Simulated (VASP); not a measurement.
# HfO2 in VASP: single point with PBE

Aim: the single point of HfO2 with PBE.

All numbers are computed with VASP 6.6.1; they aren't measurements. Logs are shortened: lines on timing, memory, paths and dates and some standing lists are left out, and cuts for length are marked.

### Step 1. The cell of the first run

The cell holds a slab with vacuum, 36 atoms: a = 7.209 Å, b = 7.209 Å, c = 27.705 Å, α = 90.00°, β = 90.00°, γ = 120.00°.

### Step 2. Single point, PBE

INCAR

```
SYSTEM = HfO2
  ALGO = Normal
  DIPOL = 0.5 0.5 0.421
  EDIFF = 1E-6
  ENCUT = 520
  GGA = PE
  GGA_COMPAT = .FALSE.
  IDIPOL = 3
  ISIF = 2
  ISMEAR = 0
  KPAR = 2
  LASPH = .TRUE.
  LCHARG = .FALSE.
  LDIPOL = .TRUE.
  LREAL = Auto
  LWAVE = .FALSE.
  NBANDS = 156
  NCORE = 2
  NELM = 120
  NELMDL = -8
  PREC = Accurate
  SIGMA = 0.05
```

KPOINTS

```
k-points
0
G
  3 3 1
  0 0 0
```

POSCAR

```
HfO2
1.0
    7.2091113505      0.0000000000      0.0000000000
   -3.6045556753      6.2432735683      0.0000000000
    0.0000000000      0.0000000000     27.7052684616
O Hf
24 12
Direct
    0.5000000000      0.5000000000      0.2887537441
    0.5000000000      0.0000000000      0.2887537441
    0.0000000000      0.5000000000      0.2887537441
    0.0000000000      0.0000000000      0.2887537441
    0.6666666667      0.3333333333      0.3418683239
    0.6666666667      0.8333333333      0.3418683239
    0.1666666667      0.3333333333      0.3418683239
    0.1666666667      0.8333333333      0.3418683239
    0.8333333333      0.6666666667      0.3949829037
    0.8333333333      0.1666666667      0.3949829037
    0.3333333333      0.6666666667      0.3949829037
    0.3333333333      0.1666666667      0.3949829037
    0.0006889448      0.5008198146      0.4480121028
    0.0001287043     -0.0004175396      0.4478305144
    0.4998385741      0.5003535207      0.4482190462
    0.4992610215     -0.0007689830      0.4479708407
    0.1663857112      0.8341033758      0.4994164376
    0.1649413442      0.3315891780      0.4990578238
    0.6681735861      0.8351607823      0.4991747656
    0.6669921471      0.3325167299      0.4988314517
    0.3335211043      0.6656289885      0.5538785211
    0.3349206715      0.1686181988      0.5541336150
    0.8317049256      0.6649080958      0.5541290721
    0.8329497231      0.1675652651      0.5545140812
    0.3333333333      0.1666666667      0.3153110340
    0.3333333333      0.6666666667      0.3153110340
    0.8333333333      0.1666666667      0.3153110340
    0.8333333333      0.6666666667      0.3153110340
    0.6666350115      0.3334230639      0.4211039669
    0.6665313261      0.8331803085      0.4211697248
    0.1667765424      0.3334623087      0.4211319873
    0.1666697707      0.8332598837      0.4212061073
   -0.0006151091      0.4992855467      0.5256404683
   -0.0001525849      0.0001876533      0.5254148759
    0.4998846593      0.4996672326      0.5258796088
    0.5006279411      0.0007472818      0.5255878178
```

Potentials or basis: VASP PAW PBE potentials, release 64 (O, Hf_pv).

The run is started by

```
$ cat potpaw_PBE.64/O/POTCAR potpaw_PBE.64/Hf_pv/POTCAR > POTCAR
$ mpirun -np 4 vasp_std > vasp.out
```

OUTCAR:

```text
SYSTEM = HfO2
   EDIFF = 1E-6
   ENCUT = 520
   GGA = PE
   ISIF = 2
   ISMEAR = 0
   LASPH = .TRUE.
   LREAL = Auto
   NELM = 120
   NELMDL = -8
   PREC = Accurate

 ion  position               nearest neighbor table
   1  0.500  0.500  0.289-  28 2.21  25 2.21  26 2.21
   2  0.500  0.000  0.289-  27 2.21  26 2.21  25 2.21
   3  0.000  0.500  0.289-  26 2.21  27 2.21  28 2.21
   4  0.000  0.000  0.289-  25 2.21  28 2.21  27 2.21
   5  0.667  0.333  0.342-  29 2.20  27 2.21  25 2.21  28 2.21
   6  0.667  0.833  0.342-  30 2.20  28 2.21  26 2.21  27 2.21
   7  0.167  0.333  0.342-  31 2.20  25 2.21  27 2.21  26 2.21
   8  0.167  0.833  0.342-  32 2.20  26 2.21  28 2.21  25 2.21
   9  0.833  0.667  0.395-  29 2.20  30 2.20  32 2.20  28 2.21
  10  0.833  0.167  0.395-  29 2.20  31 2.20  30 2.20  27 2.21
[... 24 lines left out ...]
  30  0.667  0.833  0.421-  19 2.16   6 2.20  11 2.20   9 2.20  10 2.20  15 2.21  16 2.21  14 2.21
                            34 3.56  36 3.56  35 3.57  26 3.60  28 3.60  27 3.60  31 3.60  29 3.60
  31  0.167  0.333  0.421-  18 2.16   7 2.20  11 2.20  12 2.20  10 2.20  15 2.21  13 2.21  14 2.21
                            34 3.56  33 3.57  35 3.57  26 3.59  25 3.60  27 3.60  30 3.60  32 3.60
  32  0.167  0.833  0.421-  17 2.17   8 2.20  11 2.20   9 2.20  13 2.20  12 2.20  16 2.20  14 2.21
                            34 3.56  36 3.57  33 3.57  26 3.60  28 3.60  25 3.60  31 3.60  30 3.60
  33  0.999  0.499  0.526-  13 2.15  20 2.20  18 2.21  17 2.21  24 2.22  23 2.23  21 2.23  29 3.56
                            31 3.57  32 3.57  36 3.59  34 3.60  35 3.60  35 3.61  34 3.61  36 3.61
  34  1.000  0.000  0.525-  14 2.15  18 2.19  19 2.19  17 2.20  24 2.24  22 2.24  23 2.24  30 3.56
                            31 3.56  32 3.56  33 3.60  36 3.60  35 3.60  35 3.61  36 3.61  33 3.61
  35  0.500  0.500  0.526-  15 2.15  22 2.21  23 2.21  21 2.22  20 2.22  18 2.22  19 2.22  31 3.57
                            29 3.57  30 3.57  36 3.60  33 3.60  34 3.60  34 3.61  33 3.61  36 3.61
  36  0.501  0.001  0.526-  16 2.15  20 2.20  19 2.20  17 2.21  24 2.22  22 2.23  21 2.23  29 3.56
                            30 3.56  32 3.57  33 3.59  35 3.60  34 3.60  34 3.61  35 3.61  33 3.61

  LATTYP: Found a hexagonal cell.
 ALAT       =     7.2091113505
 C/A-ratio  =     3.8430906549

  Lattice vectors:

 A1 = (   7.2091113505,   0.0000000000,   0.0000000000)
 A2 = (  -3.6045556753,   6.2432735683,   0.0000000000)
 A3 = (   0.0000000000,   0.0000000000,  27.7052684616)

Analysis of symmetry for initial positions (statically):
=====================================================================
 Subroutine PRICEL returns:
 Original cell was already a primitive cell.

 Routine SETGRP: Setting up the symmetry group for a
 hexagonal supercell.

 Subroutine GETGRP returns: Found  1 space group operations
 (whereof  1 operations were pure point group operations)
 out of a pool of 24 trial point group operations.

The static configuration has the point symmetry C_1 .

Analysis of symmetry for dynamics (positions and initial velocities):
=====================================================================
 Subroutine PRICEL returns:
 Original cell was already a primitive cell.

 Routine SETGRP: Setting up the symmetry group for a
 hexagonal supercell.

 Subroutine GETGRP returns: Found  1 space group operations
 (whereof  1 operations were pure point group operations)
 out of a pool of 24 trial point group operations.

The dynamic configuration has the point symmetry C_1 .

 Subroutine INISYM returns: Found  1 space group operations
 (whereof  1 operations are pure point group operations),
 and found     1 'primitive' translations

----------------------------------------------------------------------------------------

                                     Primitive cell

  volume of cell :    1246.9713

  direct lattice vectors                    reciprocal lattice vectors
     7.209111350  0.000000000  0.000000000     0.138713352  0.080086191  0.000000000
    -3.604555675  6.243273568  0.000000000     0.000000000  0.160172382  0.000000000
     0.000000000  0.000000000 27.705268462     0.000000000  0.000000000  0.036094218

  length of vectors
     7.209111350  7.209111351 27.705268462     0.160172382  0.160172382  0.036094218
[... 79 lines left out ...]

 KPOINTS: k-points

Automatic generation of k-mesh.
 Grid dimensions read from file:
 generate k-points for:    3    3    1

 Generating k-lattice:

  Cartesian coordinates                     Fractional coordinates (reciprocal lattice)
     0.046237784  0.026695397  0.000000000     0.333333333  0.000000000  0.000000000
     0.000000000  0.053390794  0.000000000     0.000000000  0.333333333  0.000000000
     0.000000000  0.000000000  0.036094218     0.000000000  0.000000000  1.000000000

  Length of vectors
     0.053390794  0.053390794  0.036094218

  Shift w.r.t. Gamma in fractional coordinates (k-lattice)
     0.000000000  0.000000000  0.000000000

 Subroutine IBZKPT returns following result:
 ===========================================

 Found      5 irreducible k-points:

 Following reciprocal coordinates:
            Coordinates               Weight
  0.000000  0.000000  0.000000      1.000000
  0.333333 -0.000000  0.000000      2.000000
  0.000000  0.333333  0.000000      2.000000
 -0.333333  0.333333  0.000000      2.000000
  0.333333  0.333333  0.000000      2.000000
   k-points           NKPTS =      5   k-points in BZ     NKDIM =      5   number of bands    NBANDS=    156
   number of dos      NEDOS =    301   number of ions     NIONS =     36
   total plane-waves  NPLWV = 612360
   dimension x,y,z NGX =    54 NGY =   54 NGZ =  210
   dimension x,y,z NGXF=   108 NGYF=  108 NGZF=  420
   ions per type =              24  12
   NGX,Y,Z   is equivalent  to a cutoff of  12.45, 12.45, 12.60 a.u.
   NGXF,Y,Z  is equivalent  to a cutoff of  24.91, 24.91, 25.20 a.u.
 SYSTEM =  HfO2
   PREC   = accura    normal or accurate (medium, high low for compatibility)
   ISTART =      0    job   : 0-new  1-cont  2-samecut
   ICHARG =      2    charge: 1-file 2-atom 10-const
   ISPIN  =      1    spin polarized calculation?
   LNONCOLLINEAR =      F non collinear calculations
   LSORBIT =      F    spin-orbit coupling
   LASPH  =      T    aspherical Exc in radial PAW
   ENCUT  =  520.0 eV  38.22 Ry    6.18 a.u.  13.40 13.40 51.51*2*pi/ulx,y,z
   NELM   =    120;   NELMIN=  2; NELMDL= -8     # of ELM steps
   EDIFF  = 0.1E-05   stopping-criterion for ELM
   LREAL  =      T    real-space projection
   EDIFFG = 0.1E-04   stopping-criterion for IOM
   NSW    =      0    number of steps for IOM
   IBRION =     -1    ionic relax: 0-MD 1-quasi-New 2-CG
   NFREE  =      0    steps in history (QN), initial steepest desc. (CG)
   ISIF   =      2    stress and relaxation
   ISYM   =      2    0-nonsym 1-usesym 2-fastsym
   POTIM  = 0.5000    time-step for ionic-motion
   TEBEG  =    0.0;   TEEND  =   0.0 temperature during run
   PSTRESS=    0.0 pullay stress
   NELECT =     264.0000    total number of electrons
   NUPDOWN=      -1.0000    fix difference up-down
   EMIN   =  10.00;   EMAX   =-10.00  energy-range for DOS
   EFERMI =   0.00;   METHOD = LEGACY
   ISMEAR =     0;   SIGMA  =   0.05  broadening in eV -4-tet -1-fermi 0-gaus
   EFERMI_NEDOS =   21; number of points for ismear=-14 and -15
   IALGO  =     38    algorithm
   IMIX   =      4    mixing-type and parameters
     AMIX     =   0.40;   BMIX     =  1.00
     AMIX_MAG =   1.60;   BMIX_MAG =  1.00
  volume/ion in A,a.u.               =      34.64       233.75
  Fermi-wavevector in a.u.,A,eV,Ry     =   0.975717  1.843838 12.953075  0.952024
  Thomas-Fermi vector in A             =   2.106279
   LORBIT       =      0    0 simple, 1 ext, 2 COOP (PROOUT), +10 PAW based schemes
   GGA     = PE    functional components
   LHFCALC =     F    Hartree Fock is set to
   AEXX    =    0.0000 exact exchange contribution
   IVDW    =     0    specifies the selected vdW correction
   LEPSILON=     F    determine dielectric tensor
   LRPA    =     F    only Hartree local field effects (RPA)
 non-spin polarized calculation
 Gauss-broadening in eV      SIGMA  =   0.05
  energy-cutoff  :      520.00
  volume of cell :     1246.97
 maximum number of plane-waves:     33721
 NGX is ok and might be reduce to    54
   NGX = 27   NGY = 27   NGZ =103

 dipolmoment           0.000000      0.000000     -0.000005 electrons x Angstroem

 number of electron     264.0000037 magnetization

 dipolmoment           0.000000      0.000000      0.131410 electrons x Angstroem

 Free energy of the ion-electron system (eV)
  ---------------------------------------------------
  ext. energy  EPLUGINS =         0.00000000
  ---------------------------------------------------
  free energy    TOTEN  =      -357.62428418 eV

  energy without entropy =     -357.62428418  energy(sigma->0) =     -357.62428418

 E-fermi :  -3.0089     XC(G=0):  -4.2904

 val. band max:       -3.2387045129   @ k =   0.0000   0.0000   0.0000
 cond. band min:       0.8684675809   @ k =   0.0000   0.0000   0.0000
 fundamental gap:      4.1071720938
 Fermi energy:        -3.0089283924

 k-point     1 :       0.0000    0.0000    0.0000
  band No.  band energies     occupation
      1     -33.3710      2.00000
      2     -33.3704      2.00000
      3     -33.3700      2.00000
      4     -33.3633      2.00000
      5     -33.2920      2.00000
      6     -33.2915      2.00000
[... 724 lines left out ...]
    143       1.4943      0.00000
    144       1.6329      0.00000
 [bands above 144 left out]

------------------------ aborting loop because EDIFF is reached ----------------------------------------

 vacuum level on the upper side and lower side of the slab       (xc-potential included)         0.134        -0.384

  FORCE on cell =-STRESS in cart. coord.  units (eV):
  Direction    XX          YY          ZZ          XY          YZ          ZX
  --------------------------------------------------------------------------------------
  -------------------------------------------------------------------------------------
  Total      -38.5424231    -38.5383363     -8.9730470     -0.0084567      0.0018373      0.0197476
  in kB      -49.5214252    -49.5161743    -11.5290643     -0.0108656      0.0023607      0.0253729
  external PRESSURE =     -36.8555546 kB  Pullay stress =       0.0000000 kB

 VOLUME and BASIS-vectors are now :
 -----------------------------------------------------------------------------
  energy-cutoff  :      520.00
  volume of cell :     1246.97
      direct lattice vectors                 reciprocal lattice vectors
     7.209111350  0.000000000  0.000000000     0.138713352  0.080086191  0.000000000
    -3.604555675  6.243273568  0.000000000     0.000000000  0.160172382  0.000000000
     0.000000000  0.000000000 27.705268462     0.000000000  0.000000000  0.036094218

 POSITION                                       TOTAL-FORCE (eV/Angst)
 -----------------------------------------------------------------------------------
      1.80228      3.12164      8.00000        -0.000008     -0.000635     -0.489300
      3.60456      0.00000      8.00000         0.000153      0.000848     -0.490169
     -1.80228      3.12164      8.00000        -0.000221     -0.000947     -0.489884
      0.00000      0.00000      8.00000        -0.000386      0.000727     -0.490651
      3.60456      2.08109      9.47155         0.001416     -0.001508      0.158305
      1.80228      5.20273      9.47155         0.001281      0.003313      0.176000
[... 28 lines left out ...]
      1.80265      3.11956     14.56964         0.006259      0.004569     -0.160554
      3.60639      0.00467     14.56155         0.009333      0.002887     -0.162668
 -----------------------------------------------------------------------------------
    total drift:                                0.003410      0.000013     -0.031925

  FREE ENERGIE OF THE ION-ELECTRON SYSTEM (eV)
  ---------------------------------------------------
  free  energy   TOTEN  =      -357.6242841823 eV

  energy  without entropy=     -357.6242841823  energy(sigma->0) =     -357.62428418

 vacuum level on the upper side and lower side of the slab         3.540         3.012
```

Run time: 9.5 min. Hardware: 4 MPI ranks of AMD EPYC 9R45 (Zen 5), shared host; peak memory 0.82 GiB.

What came out:

```
Free energy            : -357.6243 eV
Largest force          : 1.037 eV/Å
Band gap on the k mesh : 4.11 eV
```

Forces on the atoms (eV/Å):
```
O    0.000 -0.001 -0.489
O    0.000  0.001 -0.490
O    0.000 -0.001 -0.490
O    0.000  0.001 -0.491
O    0.001 -0.002  0.158
O    0.001  0.003  0.176
O   -0.002 -0.003  0.170
O   -0.002  0.001  0.188
O   -0.026 -0.044 -0.483
O   -0.019  0.018 -0.444
O    0.023 -0.022 -0.508
O    0.017  0.046 -0.473
O   -0.001 -0.001  0.010
O   -0.001 -0.001  0.007
O    0.000  0.001  0.004
O    0.001  0.000  0.009
O    0.003 -0.002  0.000
O   -0.003  0.002 -0.001
O   -0.001  0.000 -0.004
O    0.002  0.000  0.000
O    0.001  0.008 -0.095
O    0.001 -0.008 -0.084
O   -0.002  0.004 -0.103
O    0.004 -0.005 -0.111
Hf   0.000 -0.003  1.034
Hf  -0.001  0.003  1.037
Hf   0.000 -0.002  1.031
Hf   0.001  0.003  1.035
Hf   0.002 -0.003  0.006
Hf   0.001  0.005  0.009
Hf  -0.002 -0.004  0.012
Hf  -0.001  0.002  0.013
Hf  -0.004 -0.005 -0.149
Hf  -0.009 -0.001 -0.162
Hf   0.006  0.005 -0.161
Hf   0.009  0.003 -0.163
```

Levels at points of the mesh, in eV from the valence-band top:
```tsv
k point	band 129	band 130	band 131	band 132	band 133	band 134	band 135	band 136
(0.00, 0.00, 0.00)	-0.34	-0.04	-0.02	0.00	4.11	4.11	4.13	4.13
```

Caveat: spin-orbit coupling is left out, which moves the levels of the heavy elements.
